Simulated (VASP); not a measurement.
# Pt (I4/mmm) in VASP: further runs, part 2 of 2

VASP 6.6.1. Earlier steps stand in the parts before.

### 4 Single point, PBEsol

This run uses another cell than the first one, of the same volume but with other edges.

File INCAR:

```
PREC     = Accurate       # precision mode
ENCUT    = 520            # plane-wave cutoff, eV
EDIFF    = 1E-6           # SCF threshold, eV
ISMEAR   = 0              # smearing method
SIGMA    = 0.15           # smearing width, eV
LREAL    = False          # projectors in reciprocal space
LASPH    = True           # aspherical terms in the spheres
NELM     = 100            # most SCF steps
ALGO     = Fast           # electronic algorithm
ISIF     = 2              # what is computed and relaxed
LWAVE    = False          # write WAVECAR
LCHARG   = True           # write CHGCAR
GGA      = PS             # functional
LELF     = True           # ELF
LVHAR    = True         
NBANDS   = 11             # bands
```

File KPOINTS:

```
regular mesh
0
Gamma
  24 24 24
```

File POSCAR:

```
Pt
1.0
    0.0000000000      1.8424544409      2.2109453291
    1.8424544409      0.0000000000      2.2109453291
    1.8424544409      1.8424544409      0.0000000000
Pt
1
Direct
    0.0000000000      0.0000000000      0.0000000000
```

Potentials or basis: VASP PAW PBE potentials, release 64 (Pt).

Run with:

```sh
> cat potpaw_PBE.64/Pt/POTCAR > POTCAR
> mpirun -np 1 vasp_std > vasp.out
```

OUTCAR:

```text
PREC = Accurate
   ENCUT = 520
   EDIFF = 1E-6
   ISMEAR = 0
   LREAL = False
   LASPH = True
   NELM = 100
   ISIF = 2
   GGA = PS

 ion  position               nearest neighbor table
   1  0.000  0.000  0.000-

  LATTYP: Found a body centered tetragonal cell.
 ALAT       =     2.6056240584
 C/A-ratio  =     1.6970562749

  Lattice vectors:

 A1 = (  -1.8424544409,   0.0000000000,   2.2109453291)
 A2 = (   1.8424544409,   0.0000000000,   2.2109453291)
 A3 = (   0.0000000000,   1.8424544409,  -2.2109453291)

Analysis of symmetry for initial positions (statically):
=====================================================================
 Subroutine PRICEL returns:
 Original cell was already a primitive cell.

 Routine SETGRP: Setting up the symmetry group for a
 body centered tetragonal supercell.

 Subroutine GETGRP returns: Found 16 space group operations
 (whereof 16 operations were pure point group operations)
 out of a pool of 16 trial point group operations.

The static configuration has the point symmetry D_4h.

Analysis of symmetry for dynamics (positions and initial velocities):
[... 166 lines left out ...]
 k-point     1 :       0.0000    0.0000    0.0000
  band No.  band energies     occupation
      1       0.8511      2.00000
      2       5.9226      2.00000
      3       8.0293      2.00000
      4       8.3238      2.00000
      5       8.3238      2.00000
      6      10.7716      1.99759
      7      26.3343      0.00000
      8      27.9757      0.00000
      9      32.3141      0.00000
     10      32.3141      0.00000
     11      36.7130      0.00000
[... 309 lines left out ...]
 k-point    24 :       0.4583    0.0417    0.0000
  band No.  band energies     occupation
      1       3.8712      2.00000
      2       6.3027      2.00000
      3       8.4268      2.00000
      4       9.9013      2.00000
      5      10.8660      1.96799
      6      11.4422      0.00101
      7      18.1517      0.00000
      8      24.5545      0.00000
      9      30.2225      0.00000
     10      32.2208      0.00000
     11      36.5393      0.00000

 [... further k-points ...]

------------------------ aborting loop because EDIFF is reached ----------------------------------------

  FORCE on cell =-STRESS in cart. coord.  units (eV):
  Direction    XX          YY          ZZ          XY          YZ          ZX
  --------------------------------------------------------------------------------------
  -------------------------------------------------------------------------------------
  Total        1.4309777      1.4309777     -1.2888088      0.0000000      0.0000000     -0.0000000
  in kB      152.7361852    152.7361852   -137.5617098      0.0000000      0.0000000     -0.0000000
  external PRESSURE =      55.9702202 kB  Pullay stress =       0.0000000 kB

 VOLUME and BASIS-vectors are now :
 -----------------------------------------------------------------------------
  energy-cutoff  :      520.00
  volume of cell :       15.01
      direct lattice vectors                 reciprocal lattice vectors
     0.000000000  1.842454441  2.210945329    -0.271377131  0.271377131  0.226147609
     1.842454441  0.000000000  2.210945329     0.271377131 -0.271377131  0.226147609
     1.842454441  1.842454441  0.000000000     0.271377131  0.271377131 -0.226147609

 POSITION                                       TOTAL-FORCE (eV/Angst)
 -----------------------------------------------------------------------------------
      0.00000      0.00000      0.00000        -0.000000      0.000000      0.000000
 -----------------------------------------------------------------------------------
    total drift:                                0.000000      0.000000     -0.000000

  FREE ENERGIE OF THE ION-ELECTRON SYSTEM (eV)
  ---------------------------------------------------
  free  energy   TOTEN  =        -6.8259384467 eV

  energy  without entropy=       -6.8075779121  energy(sigma->0) =       -6.81675818
```

OSZICAR:

```text
N       E                     dE             d eps       ncg     rms          rms(c)
DAV:   1     0.385811632499E+02    0.38581E+02   -0.53453E+03 23938   0.845E+02
DAV:   2    -0.664294718194E+01   -0.45224E+02   -0.43351E+02 26821   0.177E+02
DAV:   3    -0.724484821993E+01   -0.60190E+00   -0.59789E+00 27357   0.193E+01
DAV:   4    -0.724718064940E+01   -0.23324E-02   -0.23322E-02 26904   0.142E+00
DAV:   5    -0.724719873415E+01   -0.18085E-04   -0.18086E-04 27341   0.115E-01    0.136E+01
RMM:   6    -0.687355169295E+01    0.37365E+00   -0.35930E-01 23468   0.508E+00    0.705E+00
RMM:   7    -0.683005187606E+01    0.43500E-01   -0.72573E-02 24837   0.243E+00    0.253E+00
RMM:   8    -0.682621323028E+01    0.38386E-02   -0.87943E-03 25006   0.852E-01    0.593E-01
RMM:   9    -0.682592627348E+01    0.28696E-03   -0.97573E-04 27356   0.270E-01    0.817E-02
RMM:  10    -0.682593820348E+01   -0.11930E-04   -0.14251E-04 27107   0.933E-02    0.617E-02
RMM:  11    -0.682593873200E+01   -0.52852E-06   -0.22084E-05 27933   0.319E-02    0.804E-03
RMM:  12    -0.682593844669E+01    0.28531E-06   -0.60603E-06 24249   0.184E-02
   1 F= -.68259384E+01 E0= -.68167582E+01  d E =-.183605E-01
```

It took 48 s on 1 thread of Intel Xeon 6975P-C (Granite Rapids), shared host; peak memory 0.29 GiB.

What came out:

```
Free energy            : -6.8259 eV
Pressure               : 5.6 GPa
Band gap on the k mesh : zero (bands 5 and 6 overlap by 3.27 eV)
```

Stress tensor (GPa, compression positive):
```
 15.27   0.00   0.00
  0.00  15.27   0.00
  0.00   0.00 -13.76
```

Caveat: the cell stands under pressure; the PAW data sets were made with another functional, which shifts forces and pressure a little; spin-orbit coupling is left out, which moves the levels of the heavy elements.

### 5 The runs side by side

```csv
cell,further INCAR settings,gap on the mesh (eV),pressure (GPa)
"a = 3.021, b = 3.021, c = 2.467 Å, angles 65.9, 65.9, 48.2°, 1 atom",ALGO = Fast; EDIFF = 1e-07; NBANDS = 11,none,24.2
"a = 2.713, b = 2.713, c = 2.923 Å, angles 57.4, 57.4, 65.2°, 1 atom",ALGO = Fast; EDIFF = 1e-06; NBANDS = 11,none,1.9
"a = 2.878, b = 2.878, c = 2.606 Å, angles 63.1, 63.1, 53.8°, 1 atom",ALGO = Fast; EDIFF = 1e-06; NBANDS = 11,none,5.6
```

Alike in all rows: task single point; level PBEsol; potentials or basis VASP PAW PBE potentials, release 64 (Pt); no spin polarisation; k mesh 24 × 24 × 24; cutoff (eV) 520; smearing gaussian 0.15 eV.

Caveats: the PAW data sets were made with another functional, which shifts forces and pressure a little; spin-orbit coupling is left out, which moves the levels of the heavy elements; the cell stands under pressure (at least some runs).

Total energies depend on the potentials used, so only differences within one code and one set of settings carry meaning.
